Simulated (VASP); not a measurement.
# NbSb: single point with r2SCAN

NbSb:

```
CELL_PARAMETERS angstrom
0.00000 3.14695 3.14695
3.14695 0.00000 3.14695
3.14695 3.14695 0.00000
ATOMIC_POSITIONS crystal
Nb 0.00000 0.00000 0.00000
Sb 0.25000 0.25000 0.25000
```

```json
{"Program": "VASP 6.6.1", "Task": "single point", "Functional": "r2SCAN", "Potentials or basis": "VASP PAW PBE potentials, release 64 (Nb_sv, Sb)", "Cutoff": "520 eV", "k mesh": "10 × 10 × 10", "Occupations": "gaussian, width 0.05 eV", "Spin": "no spin polarisation"}
```

```json
{"Pressure": "-0.9 GPa", "Band gap on the k mesh": "zero (bands 9 and 10 overlap by 0.34 eV)"}
```

Levels at points of the mesh, in eV from the Fermi level:
```
           k point  band 7  band 8  band 9  band 10  band 11  band 12
(0.00, 0.00, 0.00)   -2.97   -2.97    0.06     0.06     3.26     5.24
(0.50, 0.00, 0.00)   -2.62   -2.62    0.27     0.27     0.38     2.97
(0.50, 0.50, 0.00)   -1.93   -1.93   -0.75     0.53     0.56     1.05
```

Wall time 4.1 min on 1 thread of Intel(R) Xeon(R) Platinum 8488C (Sapphire Rapids) (shared host), peak memory 0.24 GiB.

Caveat: the PAW data sets were made with another functional, which shifts forces and pressure a little; spin-orbit coupling is left out, which moves the levels of the heavy elements.
